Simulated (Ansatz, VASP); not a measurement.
One calculation of Al6H, two programs

```xyz
14
Lattice="5.7135 0.0000 0.0000 0.0000 5.7135 0.0000 0.0000 0.0000 22.1747" Properties=species:S:1:pos:R:3 pbc="T T T"
Al    1.4284    1.4284    4.0000
Al    1.4284    4.2851    4.0000
Al    4.2851    1.4284    4.0000
Al    4.2851    4.2851    4.0000
Al    0.0000    0.0000    6.0848
Al    0.0000    2.8568    6.0848
Al    2.8568    0.0000    6.0848
Al    2.8568    2.8568    6.0848
Al    1.4284    1.4284    8.1747
Al    1.4284    4.2851    8.1747
Al    4.2851    1.4284    8.1747
Al    4.2851    4.2851    8.1747
H     0.0000   -0.9245    9.5847
H     0.0000    0.9245    9.5847
```

Alike in both runs: task single point; functional PBE; k mesh 5 × 5 × 1; occupations gaussian, width 0.1 eV; no spin polarisation.

|  | VASP | Ansatz |
| --- | --- | --- |
| version | VASP 6.6.1 | Ansatz 0.2.0 |
| potentials or method | VASP PAW PBE potentials, release 64 (Al, H), cutoff 520 eV | scalar-relativistic, plane waves, PAW |
| valence electrons in the cell | 38 | 38 |

```csv
,VASP,Ansatz,Ansatz less VASP
gap on the k mesh at the Fermi level (eV),none,none,-
rms of the force components (eV/Å),0.330,0.330,+0.0001
"work function, face that differs most (eV)",4.34,4.33,-0.003
```

Atom by atom the forces differ by 0.001 eV/Å (rms over components). A gap of «none» marks a metal or a gap that the smearing closes.
